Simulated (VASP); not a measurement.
# WS2 in VASP: a series of runs, part 2 of 2

VASP 6.6.1. The steps go on from the part before.

## (4) Single point, r2SCAN (biaxial strain in the a-b plane: +1.5 %)

Input file POSCAR:

```
WS2
1.0
    3.2288118187      0.0000000000      0.0000000000
   -1.6144059093      2.7962330590      0.0000000000
    0.0000000000      0.0000000000     16.7981833401
W S
1 2
Direct
    0.3333333333      0.6666666667      0.0000000000
    0.6666666667      0.3333333333      0.9080224903
    0.6666666667      0.3333333333      0.0919775097
```

Input file INCAR.step1:

```
  PREC = Accurate
  ENCUT = 520
  ISMEAR = 0
  SIGMA = 0.02
  LREAL = False
  LASPH = True
  NELM = 100
  NBANDS = 20
  GGA = PE
  ALGO = Normal
  EDIFF = 1E-4
  LWAVE = True
  LCHARG = False
```

Input file INCAR.step2:

```
  PREC = Accurate
  ENCUT = 520
  EDIFF = 1E-6
  ISMEAR = 0
  SIGMA = 0.02
  LREAL = False
  LASPH = True
  NELM = 100
  ALGO = Normal
  ISIF = 2
  LWAVE = False
  LCHARG = True
  METAGGA = R2SCAN
  LMIXTAU = True
  LELF = True
  LVHAR = True
  NBANDS = 20
  ISTART = 1
```

Input file KPOINTS:

```
Automatic mesh
0
Gamma
  12 12 2
```

Potentials or basis: VASP PAW PBE potentials, release 64 (W_sv, S).

Started as:

```console
> cat potpaw_PBE.64/W_sv/POTCAR potpaw_PBE.64/S/POTCAR > POTCAR
> cp INCAR.step1 INCAR
> mpirun -np 1 vasp_std > vasp.out
> cp INCAR.step2 INCAR
> mpirun -np 1 vasp_std > vasp.out
```

OUTCAR:

```text
PREC = Accurate
   ENCUT = 520
   EDIFF = 1E-6
   ISMEAR = 0
   LREAL = False
   LASPH = True
   NELM = 100
   ISIF = 2
   METAGGA = R2SCAN
   ISTART = 1

 ion  position               nearest neighbor table
   1  0.333  0.667  0.000-   2 2.42   3 2.42   2 2.42   3 2.42   2 2.42   3 2.42
   2  0.667  0.333  0.908-   1 2.42   1 2.42   1 2.42
   3  0.667  0.333  0.092-   1 2.42   1 2.42   1 2.42

  LATTYP: Found a hexagonal cell.
 ALAT       =     3.2288118187
 C/A-ratio  =     5.2025897709

  Lattice vectors:

 A1 = (   3.2288118187,   0.0000000000,   0.0000000000)
 A2 = (  -1.6144059093,   2.7962330590,   0.0000000000)
 A3 = (   0.0000000000,   0.0000000000,  16.7981833401)

Analysis of symmetry for initial positions (statically):
=====================================================================
 Subroutine PRICEL returns:
 Original cell was already a primitive cell.

 Routine SETGRP: Setting up the symmetry group for a
 hexagonal supercell.

[... 162 lines left out ...]
  ext. energy  EPLUGINS =         0.00000000
  ---------------------------------------------------
  free energy    TOTEN  =       -70.02017661 eV

  energy without entropy =      -70.02017661  energy(sigma->0) =      -70.02017661

 E-fermi :  -1.0399     XC(G=0):  -4.5598

 val. band max:       -1.3375234829   @ k =   0.0000   0.0000   0.0000
 cond. band min:       0.1928048969   @ k =   0.3333   0.3333   0.5000
 fundamental gap:      1.5303283798
 Fermi energy:        -1.0398825485

 k-point     1 :       0.0000    0.0000    0.0000
  band No.  band energies     occupation
      1     -77.5392      2.00000
      2     -41.0899      2.00000
      3     -40.9873      2.00000
      4     -40.9873      2.00000
      5     -16.8613      2.00000
      6     -15.1127      2.00000
[... 541 lines left out ...]
     19       6.3065      0.00000
     20       6.4014      0.00000

 [... further k-points ...]

------------------------ aborting loop because EDIFF is reached ----------------------------------------

  FORCE on cell =-STRESS in cart. coord.  units (eV):
  Direction    XX          YY          ZZ          XY          YZ          ZX
  --------------------------------------------------------------------------------------
  -------------------------------------------------------------------------------------
  Total       -1.4971170     -1.4971170     -0.0725334     -0.0000000      0.0000000      0.0000000
  in kB      -15.8156816    -15.8156816     -0.7662497     -0.0000000      0.0000000      0.0000000
  external PRESSURE =     -10.7992043 kB  Pullay stress =       0.0000000 kB

 VOLUME and BASIS-vectors are now :
 -----------------------------------------------------------------------------
  energy-cutoff  :      520.00
  volume of cell :      151.66
      direct lattice vectors                 reciprocal lattice vectors
     3.228811819  0.000000000  0.000000000     0.309711453  0.178811991  0.000000000
    -1.614405909  2.796233059  0.000000000     0.000000000  0.357623982  0.000000000
     0.000000000  0.000000000 16.798183340     0.000000000  0.000000000  0.059530247

 POSITION                                       TOTAL-FORCE (eV/Angst)
 -----------------------------------------------------------------------------------
     -0.00000      1.86416      0.00000         0.000000     -0.000000     -0.000000
      1.61441      0.93208     15.25313        -0.000000      0.000000      0.016031
      1.61441      0.93208      1.54506        -0.000000      0.000000     -0.016031
 -----------------------------------------------------------------------------------
    total drift:                                0.000000     -0.000000     -0.000000

  FREE ENERGIE OF THE ION-ELECTRON SYSTEM (eV)
  ---------------------------------------------------
  free  energy   TOTEN  =       -70.0201766121 eV

  energy  without entropy=      -70.0201766121  energy(sigma->0) =      -70.02017661
```

Wall time 4.3 min (1 thread of Intel Xeon 6975P-C (Granite Rapids), shared host); peak memory 0.34 GiB.

Results:

| Quantity | Value |
| --- | --- |
| Free energy | -70.0202 eV |
| Largest force | 0.016 eV/Å |
| Band gap on the k mesh | 1.53 eV (least direct gap 1.73 eV) |

Forces in eV/Å, atoms in the order of the input:
```
W    0.000  0.000  0.000
S    0.000  0.000  0.016
S    0.000  0.000 -0.016
```

Caveat: the cell differs from its parent crystal (biaxial strain in the a-b plane: +1.5 %); there is no dipole correction, which matters where the two faces differ; the PAW data sets were made with another functional, which shifts forces and pressure a little; spin-orbit coupling is left out, which moves the levels of the heavy elements.

## (5) Single point, r2SCAN (biaxial strain in the a-b plane: +3.0 %, then relaxed in part)

Input file POSCAR:

```
WS2
1.0
    3.2765282495      0.0000000000      0.0000000000
   -1.6382641248      2.8375567003      0.0000000000
    0.0000000000      0.0000000000     16.6458069207
W S
1 2
Direct
    0.3333333333      0.6666666667      0.0000000000
    0.6666666667      0.3333333333      0.9081801431
    0.6666666667      0.3333333333      0.0918198569
```

Input file INCAR.step1:

```
SYSTEM = WS2
ALGO = Normal ; EDIFF = 1E-4
ENCUT = 520 ; GGA = PE
ISMEAR = 0 ; LASPH = .True.
LCHARG = .False. ; LREAL = .False.
LWAVE = .True. ; NBANDS = 20
NELM = 60 ; PREC = Accurate
SIGMA = 0.02
```

Input file INCAR.step2:

```
SYSTEM = WS2
ALGO = Normal ; EDIFF = 1E-6
ENCUT = 520 ; ISIF = 2
ISMEAR = 0 ; ISTART = 1
LASPH = .True. ; LCHARG = .True.
LELF = .True. ; LMIXTAU = .True.
LREAL = .False. ; LVHAR = .True.
LWAVE = .False. ; METAGGA = R2SCAN
NBANDS = 20 ; NELM = 60
PREC = Accurate ; SIGMA = 0.02
```

Input file KPOINTS:

```
k-points
0
Gamma
  12 12 2
  0 0 0
```

Started as:

```console
> cat potpaw_PBE.64/W_sv/POTCAR potpaw_PBE.64/S/POTCAR > POTCAR
> cp INCAR.step1 INCAR
> mpirun -np 1 vasp_std > vasp.out
> cp INCAR.step2 INCAR
> mpirun -np 1 vasp_std > vasp.out
```

Wall time 3.5 min (1 thread of Intel Xeon 6975P-C (Granite Rapids), shared host); peak memory 0.34 GiB.

The run converged. Its results:

- Free energy: -69.9560 eV
- Largest force: 0.016 eV/Å
- Band gap on the k mesh: 1.17 eV (least direct gap 1.56 eV)

Forces in eV/Å, atoms in the order of the input:
```
W    0.000  0.000  0.000
S    0.000  0.000 -0.016
S    0.000  0.000  0.016
```

Levels at points of the mesh, in eV from the valence-band top:
| k point | band 11 | band 12 | band 13 | band 14 | band 15 | band 16 |
| --- | --- | --- | --- | --- | --- | --- |
| (0.00, 0.00, 0.00) | -2.33 | -2.19 | 0.00 | 2.53 | 2.53 | 2.79 |
| (0.50, 0.00, 0.00) | -2.30 | -2.02 | -1.20 | 2.27 | 2.72 | 3.99 |
| (0.00, 0.00, 0.50) | -2.33 | -2.19 | 0.00 | 2.53 | 2.53 | 2.79 |
| (0.50, 0.00, 0.50) | -2.30 | -2.02 | -1.20 | 2.27 | 2.72 | 3.99 |

Caveat: the cell differs from its parent crystal (biaxial strain in the a-b plane: +3.0 %, then relaxed in part); there is no dipole correction, which matters where the two faces differ; the PAW data sets were made with another functional, which shifts forces and pressure a little; spin-orbit coupling is left out, which moves the levels of the heavy elements.

## (6) The runs side by side

| cell | gap on the mesh (eV) | largest force (eV/Å) |
| --- | --- | --- |
| a = 3.133, b = 3.133, c = 17.104 Å, angles 90.0, 90.0, 120.0°, 3 atoms, atomic positions A | 2.15 | 0.03 |
| a = 3.229, b = 3.229, c = 16.798 Å, angles 90.0, 90.0, 120.0°, 3 atoms, atomic positions B | 1.52 | 0.02 |
| a = 3.229, b = 3.229, c = 16.798 Å, angles 90.0, 90.0, 120.0°, 3 atoms, atomic positions C | 1.53 | 0.02 |
| a = 3.277, b = 3.277, c = 16.646 Å, angles 90.0, 90.0, 120.0°, 3 atoms, atomic positions D | 1.17 | 0.02 |

Alike in all rows: task single point; level r2SCAN; potentials or basis VASP PAW PBE potentials, release 64 (W_sv, S); no spin polarisation; k mesh 12 × 12 × 2; cutoff (eV) 520; smearing gaussian 0.02 eV.

Caveats: there is no dipole correction, which matters where the two faces differ; the PAW data sets were made with another functional, which shifts forces and pressure a little; spin-orbit coupling is left out, which moves the levels of the heavy elements.

Absolute energies hang on the potentials; compare differences alone.
